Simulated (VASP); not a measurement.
# As in VASP: notebook

Aim: see how the results for As move with the level of theory and the settings. Levels: PBE, r2SCAN. Tasks: single point.

All numbers are computed with VASP 6.6.1; they aren't measurements. Logs are shortened: lines on timing, memory, paths and dates and some standing lists are left out, and cuts for length are marked.

## (1) The cell of the first run

The cell holds a slab with vacuum, 4 atoms: a = 4.687 Å, b = 3.543 Å, c = 28.270 Å, α = 90.00°, β = 90.00°, γ = 90.00°.

## (2) Single point, PBE (strain -2.5%)

The input, INCAR:

```
  ALGO = Normal
  DIPOL = 0.5 0.5 0.336
  EDIFF = 1E-7
  ENCUT = 520
  GGA = PE
  IDIPOL = 3
  ISIF = 2
  ISMEAR = -1
  LASPH = True
  LCHARG = False
  LDIPOL = True
  LREAL = False
  LWAVE = False
  NBANDS = 18
  NELM = 100
  PREC = Accurate
  SIGMA = 0.02
```

The input, KPOINTS:

```
k-points
0
Gamma
  6 8 1
```

The input, POSCAR:

```
As
1.0
    4.6871606320      0.0000000000      0.0000000000
    0.0000000000      3.5430515883      0.0000000000
    0.0000000000      0.0000000000     28.2703730404
As
4
Direct
    0.0706069046      0.0000000000      0.3780525463
    0.4293930954      0.5000000000      0.3780525463
    0.5706069046      0.5000000000      0.2940291405
    0.9293930954      0.0000000000      0.2940291405
```

Potentials or basis: VASP PAW PBE potentials, release 64 (As).

Run with:

```console
cat potpaw_PBE.64/As/POTCAR > POTCAR
mpirun -np 1 vasp_std > vasp.out
```

OUTCAR:

```text
EDIFF = 1E-7
   ENCUT = 520
   GGA = PE
   ISIF = 2
   ISMEAR = -1
   LASPH = True
   LREAL = False
   NELM = 100
   PREC = Accurate

 ion  position               nearest neighbor table
   1  0.071  0.000  0.378-   2 2.44   2 2.44   4 2.47
   2  0.429  0.500  0.378-   1 2.44   1 2.44   3 2.47
   3  0.571  0.500  0.294-   4 2.44   4 2.44   2 2.47
   4  0.929  0.000  0.294-   3 2.44   3 2.44   1 2.47

  LATTYP: Found a simple orthorhombic cell.
 ALAT       =     3.5430515883
 B/A-ratio  =     1.3229162814
 C/A-ratio  =     7.9791028541

  Lattice vectors:

 A1 = (   0.0000000000,  -3.5430515883,   0.0000000000)
 A2 = (   4.6871606320,   0.0000000000,   0.0000000000)
 A3 = (   0.0000000000,   0.0000000000,  28.2703730404)

Analysis of symmetry for initial positions (statically):
=====================================================================
 Subroutine PRICEL returns:
 Original cell was already a primitive cell.

 Routine SETGRP: Setting up the symmetry group for a
 simple orthorhombic supercell.

 Subroutine GETGRP returns: Found  8 space group operations
 (whereof  2 operations were pure point group operations)
 out of a pool of  8 trial point group operations.

The static configuration has the point symmetry C_1h.
 The point group associated with its full space group is D_2h.

Analysis of symmetry for dynamics (positions and initial velocities):
=====================================================================
 Subroutine PRICEL returns:
 Original cell was already a primitive cell.

 Routine SETGRP: Setting up the symmetry group for a
 simple orthorhombic supercell.

 Subroutine GETGRP returns: Found  8 space group operations
 (whereof  2 operations were pure point group operations)
 out of a pool of  8 trial point group operations.

The dynamic configuration has the point symmetry C_1h.
 The point group associated with its full space group is D_2h.

 Subroutine INISYM returns: Found  8 space group operations
 (whereof  2 operations are pure point group operations),
 and found     1 'primitive' translations

----------------------------------------------------------------------------------------

                                     Primitive cell

  volume of cell :     469.4819

  direct lattice vectors                    reciprocal lattice vectors
     4.687160632  0.000000000  0.000000000     0.213348779  0.000000000  0.000000000
     0.000000000  3.543051588  0.000000000     0.000000000  0.282242574  0.000000000
     0.000000000  0.000000000 28.270373040     0.000000000  0.000000000  0.035372720

  length of vectors
     4.687160632  3.543051588 28.270373040     0.213348779  0.282242574  0.035372720

  position of ions in fractional coordinates (direct lattice)
     0.070606905  0.000000000  0.378052546
     0.429393095  0.500000000  0.378052546
     0.570606905  0.500000000  0.294029141
     0.929393095  0.000000000  0.294029141

  ion indices of the primitive-cell ions
   primitive index   ion index
                 1           1
                 2           2
                 3           3
                 4           4

----------------------------------------------------------------------------------------

 KPOINTS: k-points

Automatic generation of k-mesh.
 Grid dimensions read from file:
 generate k-points for:    6    8    1

 Generating k-lattice:

  Cartesian coordinates                     Fractional coordinates (reciprocal lattice)
     0.035558130  0.000000000  0.000000000     0.166666667  0.000000000  0.000000000
     0.000000000  0.035280322  0.000000000     0.000000000  0.125000000  0.000000000
     0.000000000  0.000000000  0.035372720     0.000000000  0.000000000  1.000000000

  Length of vectors
     0.035558130  0.035280322  0.035372720

  Shift w.r.t. Gamma in fractional coordinates (k-lattice)
     0.000000000  0.000000000  0.000000000

 Subroutine IBZKPT returns following result:
 ===========================================

 Found     20 irreducible k-points:

 Following reciprocal coordinates:
            Coordinates               Weight
  0.000000  0.000000  0.000000      1.000000
  0.166667  0.000000  0.000000      2.000000
  0.333333  0.000000  0.000000      2.000000
  0.500000  0.000000  0.000000      1.000000
  0.000000  0.125000  0.000000      2.000000
  0.166667  0.125000  0.000000      4.000000
[... 12 lines left out ...]
  0.333333  0.500000  0.000000      2.000000
  0.500000  0.500000  0.000000      1.000000
   k-points           NKPTS =     20   k-points in BZ     NKDIM =     20   number of bands    NBANDS=     18
   number of dos      NEDOS =    301   number of ions     NIONS =      4
   total plane-waves  NPLWV = 211680
   dimension x,y,z NGX =    36 NGY =   28 NGZ =  210
   dimension x,y,z NGXF=    72 NGYF=   56 NGZF=  420
   ions per type =               4
   NGX,Y,Z   is equivalent  to a cutoff of  12.77, 13.14, 12.35 a.u.
   NGXF,Y,Z  is equivalent  to a cutoff of  25.54, 26.28, 24.70 a.u.
 SYSTEM =  unknown system
   PREC   = accura    normal or accurate (medium, high low for compatibility)
   ISTART =      0    job   : 0-new  1-cont  2-samecut
   ICHARG =      2    charge: 1-file 2-atom 10-const
   ISPIN  =      1    spin polarized calculation?
   LNONCOLLINEAR =      F non collinear calculations
   LSORBIT =      F    spin-orbit coupling
   LASPH  =      T    aspherical Exc in radial PAW
   ENCUT  =  520.0 eV  38.22 Ry    6.18 a.u.   8.72  6.59 52.56*2*pi/ulx,y,z
   NELM   =    100;   NELMIN=  2; NELMDL= -5     # of ELM steps
   EDIFF  = 0.1E-06   stopping-criterion for ELM
   LREAL  =      F    real-space projection
   EDIFFG = 0.1E-05   stopping-criterion for IOM
   NSW    =      0    number of steps for IOM
   IBRION =     -1    ionic relax: 0-MD 1-quasi-New 2-CG
   NFREE  =      0    steps in history (QN), initial steepest desc. (CG)
   ISIF   =      2    stress and relaxation
   ISYM   =      2    0-nonsym 1-usesym 2-fastsym
   POTIM  = 0.5000    time-step for ionic-motion
   TEBEG  =    0.0;   TEEND  =   0.0 temperature during run
   PSTRESS=    0.0 pullay stress
   NELECT =      20.0000    total number of electrons
   NUPDOWN=      -1.0000    fix difference up-down
   EMIN   =  10.00;   EMAX   =-10.00  energy-range for DOS
   EFERMI =   0.00;   METHOD = LEGACY
   ISMEAR =    -1;   SIGMA  =   0.02  broadening in eV -4-tet -1-fermi 0-gaus
   EFERMI_NEDOS =   21; number of points for ismear=-14 and -15
   IALGO  =     38    algorithm
   IMIX   =      4    mixing-type and parameters
     AMIX     =   0.40;   BMIX     =  1.00
     AMIX_MAG =   1.60;   BMIX_MAG =  1.00
  volume/ion in A,a.u.               =     117.37       792.06
  Fermi-wavevector in a.u.,A,eV,Ry     =   0.571758  1.080465  4.447835  0.326907
  Thomas-Fermi vector in A             =   1.612352
   LORBIT       =      0    0 simple, 1 ext, 2 COOP (PROOUT), +10 PAW based schemes
   GGA     = PE    functional components
   LHFCALC =     F    Hartree Fock is set to
   AEXX    =    0.0000 exact exchange contribution
   IVDW    =     0    specifies the selected vdW correction
   LEPSILON=     F    determine dielectric tensor
   LRPA    =     F    only Hartree local field effects (RPA)
 non-spin polarized calculation
  energy-cutoff  :      520.00
  volume of cell :      469.48
 maximum number of plane-waves:     12722
 NGX is ok and might be reduce to    36
   NGX = 17   NGY = 13   NGZ =105

 dipolmoment           0.000000      0.000000     -0.000013 electrons x Angstroem

 number of electron      19.9999999 magnetization

 dipolmoment           0.000000      0.000000      0.000000 electrons x Angstroem

 Free energy of the ion-electron system (eV)
  ---------------------------------------------------
  ext. energy  EPLUGINS =         0.00000000
  ---------------------------------------------------
  free energy    TOTEN  =       -18.41491680 eV

  energy without entropy =      -18.41491679  energy(sigma->0) =      -18.41491680

 E-fermi :  -2.5257     XC(G=0):  -2.2685

 val. band max:       -2.8476206501   @ k =   0.0000   0.0000   0.0000
 cond. band min:      -2.2114484688   @ k =   0.0000   0.0000   0.0000
 fundamental gap:      0.6361721814
 Fermi energy:        -2.5257230811

 k-point     1 :       0.0000    0.0000    0.0000
  band No.  band energies     occupation
      1     -17.2530      2.00000
      2     -15.1057      2.00000
      3     -12.0351      2.00000
      4      -8.8046      2.00000
      5      -7.7527      2.00000
      6      -6.8667      2.00000
[... 10 lines left out ...]
     17       1.8492      0.00000
     18       2.2279      0.00000

 k-point     2 :       0.1667    0.0000    0.0000
  band No.  band energies     occupation
      1     -17.1188      2.00000
      2     -15.2062      2.00000
      3     -12.1743      2.00000
      4      -9.6111      2.00000
      5      -7.2373      2.00000
      6      -6.2945      2.00000
[... 10 lines left out ...]
     17       2.0381      0.00000
     18       2.2272      0.00000

 k-point     3 :       0.3333    0.0000    0.0000
  band No.  band energies     occupation
      1     -16.7344      2.00000
      2     -15.5795      2.00000
      3     -12.1758      2.00000
      4     -10.7571      2.00000
      5      -6.5438      2.00000
      6      -4.9838      2.00000
[... 10 lines left out ...]
     17       2.0161      0.00000
     18       2.3898      0.00000

 k-point     4 :       0.5000    0.0000    0.0000
  band No.  band energies     occupation
      1     -16.1678      2.00000
      2     -16.1678      2.00000
      3     -11.6773      2.00000
      4     -11.6773      2.00000
      5      -5.7118      2.00000
      6      -5.7118      2.00000
[... 291 lines left out ...]
      4     -12.4324      2.00000
      5      -7.0082      2.00000
      6      -7.0082      2.00000
[... 10 lines left out ...]
     17       3.4132      0.00000
     18       3.4132      0.00000

 k-point    19 :       0.3333    0.5000    0.0000
  band No.  band energies     occupation
      1     -14.5916      2.00000
      2     -14.5916      2.00000
      3     -12.4504      2.00000
      4     -12.4504      2.00000
      5      -7.5034      2.00000
      6      -7.5034      2.00000
[... 10 lines left out ...]
     17       3.0898      0.00000
     18       3.0898      0.00000

 k-point    20 :       0.5000    0.5000    0.0000
  band No.  band energies     occupation
      1     -14.5119      2.00000
      2     -14.5119      2.00000
      3     -12.4718      2.00000
      4     -12.4718      2.00000
      5      -7.6270      2.00000
      6      -7.6270      2.00000
[... 10 lines left out ...]
     17       3.2224      0.00000
     18       3.2224      0.00000

------------------------ aborting loop because EDIFF is reached ----------------------------------------

 vacuum level on the upper side and lower side of the slab       (xc-potential included)        -0.011        -0.012

  FORCE on cell =-STRESS in cart. coord.  units (eV):
  Direction    XX          YY          ZZ          XY          YZ          ZX
  --------------------------------------------------------------------------------------
  -------------------------------------------------------------------------------------
  Total        2.6471858      4.0727198      1.2643254     -0.0000000      0.0000000      0.0000000
  in kB        9.0339183     13.8987666      4.3146998     -0.0000000      0.0000000      0.0000000
  external PRESSURE =       9.0824616 kB  Pullay stress =       0.0000000 kB

 VOLUME and BASIS-vectors are now :
 -----------------------------------------------------------------------------
  energy-cutoff  :      520.00
  volume of cell :      469.48
      direct lattice vectors                 reciprocal lattice vectors
     4.687160632  0.000000000  0.000000000     0.213348779  0.000000000  0.000000000
     0.000000000  3.543051588  0.000000000     0.000000000  0.282242574  0.000000000
     0.000000000  0.000000000 28.270373040     0.000000000  0.000000000  0.035372720

 POSITION                                       TOTAL-FORCE (eV/Angst)
 -----------------------------------------------------------------------------------
      0.33095      0.00000     10.68769        -0.365514      0.000000      0.266732
      2.01263      1.77153     10.68769         0.365514     -0.000000      0.266732
      2.67453      1.77153      8.31231        -0.365514      0.000000     -0.266732
      4.35621      0.00000      8.31231         0.365514      0.000000     -0.266732
 -----------------------------------------------------------------------------------
    total drift:                                0.000000      0.000000      0.000010

  FREE ENERGIE OF THE ION-ELECTRON SYSTEM (eV)
  ---------------------------------------------------
  free  energy   TOTEN  =       -18.4149167973 eV

  energy  without entropy=      -18.4149167930  energy(sigma->0) =      -18.41491680

 vacuum level on the upper side and lower side of the slab         1.711         1.711
```

Wall time 6.2 min (1 thread of Intel Xeon Platinum 8259CL at 2.50GHz (Skylake/Cascade Lake), shared host); peak memory 0.5 GiB.

What came out:

| Quantity | Value |
| --- | --- |
| Free energy | -18.4149 eV |
| Largest force | 0.452 eV/Å |
| Band gap on the k mesh | 0.64 eV, direct |

Forces on the atoms (eV/Å):
```
As  -0.366  0.000  0.267
As   0.366  0.000  0.267
As  -0.366  0.000 -0.267
As   0.366  0.000 -0.267
```

Caveat: the cell differs from its parent crystal (strain -2.5%).

## (3) Single point, PBE (uniaxial x strain -2.5%)

The input, INCAR:

```
PREC = Accurate
ENCUT = 520
EDIFF = 1E-6
ISMEAR = -1
SIGMA = 0.02
LREAL = False
LASPH = True
NELM = 80
ALGO = Normal
ISIF = 2
LWAVE = False
LCHARG = True
LDIPOL = True
IDIPOL = 3
DIPOL = 0.5 0.5 0.336
GGA = PE
LELF = True
LVHAR = True
LVACPOTAV = True
NBANDS = 18
```

The input, KPOINTS:

```
regular mesh
0
Gamma
  6 8 1
```

The input, POSCAR:

```
As
1.0
    4.6871606320      0.0000000000      0.0000000000
    0.0000000000      3.6338990649      0.0000000000
    0.0000000000      0.0000000000     28.2703730404
As
4
Direct
    0.0720158591      0.0000000000      0.3779673855
    0.4279841409      0.5000000000      0.3779673855
    0.5720158591      0.5000000000      0.2941143013
    0.9279841409      0.0000000000      0.2941143013
```

Potentials or basis: VASP PAW PBE potentials, release 64 (As).

Run with:

```console
cat potpaw_PBE.64/As/POTCAR > POTCAR
mpirun -np 1 vasp_std > vasp.out
```

Wall time 5.7 min (1 thread of Intel Xeon Platinum 8259CL at 2.50GHz (Skylake/Cascade Lake), shared host); peak memory 0.53 GiB.

It converged, with:

| Item | Value |
| --- | --- |
| Free energy | -18.4791 eV |
| Largest force | 0.419 eV/Å |
| Band gap on the k mesh | 0.77 eV, indirect (least direct gap 0.78 eV) |

Forces on the atoms (eV/Å):
```
As  -0.326  0.000  0.263
As   0.326  0.000  0.263
As  -0.326  0.000 -0.263
As   0.326  0.000 -0.263
```

Levels at points of the mesh, in eV from the valence-band top:
```csv
k point,band 6,band 7,band 8,band 9,band 10,band 11,band 12,band 13,band 14,band 15
"(0.00, 0.00, 0.00)",-3.84,-2.79,-1.61,-1.19,-0.01,0.77,2.04,2.59,3.35,4.17
"(0.50, 0.00, 0.00)",-2.76,-1.83,-1.83,-0.70,-0.70,1.59,1.59,3.03,3.03,3.13
"(0.00, 0.50, 0.00)",-3.71,-2.33,-2.33,-1.83,-1.83,1.23,1.23,1.87,1.87,3.23
"(0.50, 0.50, 0.00)",-4.69,-4.04,-4.04,-1.36,-1.36,2.59,2.59,4.42,4.42,5.92
```

Caveat: the cell differs from its parent crystal (uniaxial x strain -2.5%).

## (4) Single point, PBE (strain -1.0%)

The input, INCAR:

```
PREC = Accurate
ENCUT = 520
EDIFF = 1E-7
ISMEAR = -1
SIGMA = 0.02
LREAL = F
LASPH = T
NELM = 60
ALGO = Normal
ISIF = 2
LWAVE = F
LCHARG = F
LDIPOL = T
IDIPOL = 3
DIPOL = 0.5 0.5 0.336
GGA = PE
NBANDS = 18
```

The input, KPOINTS:

```
Automatic mesh
0
Gamma
  6 8 1
```

The input, POSCAR:

```
As
1.0
    4.7592707955      0.0000000000      0.0000000000
    0.0000000000      3.5975600743      0.0000000000
    0.0000000000      0.0000000000     28.2703730404
As
4
Direct
    0.0739131943      0.0000000000      0.3778726487
    0.4260868057      0.5000000000      0.3778726487
    0.5739131943      0.5000000000      0.2942090381
    0.9260868057      0.0000000000      0.2942090381
```

Run with:

```console
cat potpaw_PBE.64/As/POTCAR > POTCAR
mpirun -np 1 vasp_std > vasp.out
```

It took 6.1 min on 1 thread of Intel Xeon Platinum 8259CL at 2.50GHz (Skylake/Cascade Lake), shared host; peak memory 0.54 GiB.

Results (log left out):

```yaml
Free_energy: -18.4712 eV
Largest_force: 0.422 eV/Å
Band_gap_on_the_k_mesh: 0.80 eV, direct
```

Forces on the atoms (eV/Å):
```
As  -0.331  0.000  0.262
As   0.331  0.000  0.262
As  -0.331  0.000 -0.262
As   0.331  0.000 -0.262
```

Levels at points of the mesh, in eV from the valence-band top:
```csv
k point,band 6,band 7,band 8,band 9,band 10,band 11,band 12,band 13,band 14,band 15
"(0.00, 0.00, 0.00)",-3.82,-2.62,-1.58,-1.05,0.00,0.80,2.17,2.69,3.39,4.23
"(0.50, 0.00, 0.00)",-2.74,-1.71,-1.71,-0.71,-0.71,1.69,1.69,3.07,3.07,3.32
"(0.00, 0.50, 0.00)",-3.77,-2.35,-2.35,-1.78,-1.78,1.22,1.22,1.94,1.94,3.31
"(0.50, 0.50, 0.00)",-4.59,-4.02,-4.02,-1.27,-1.27,2.59,2.59,4.29,4.29,5.93
```

Caveat: the cell differs from its parent crystal (strain -1.0%).

(Part 1 of 2 ends here.)
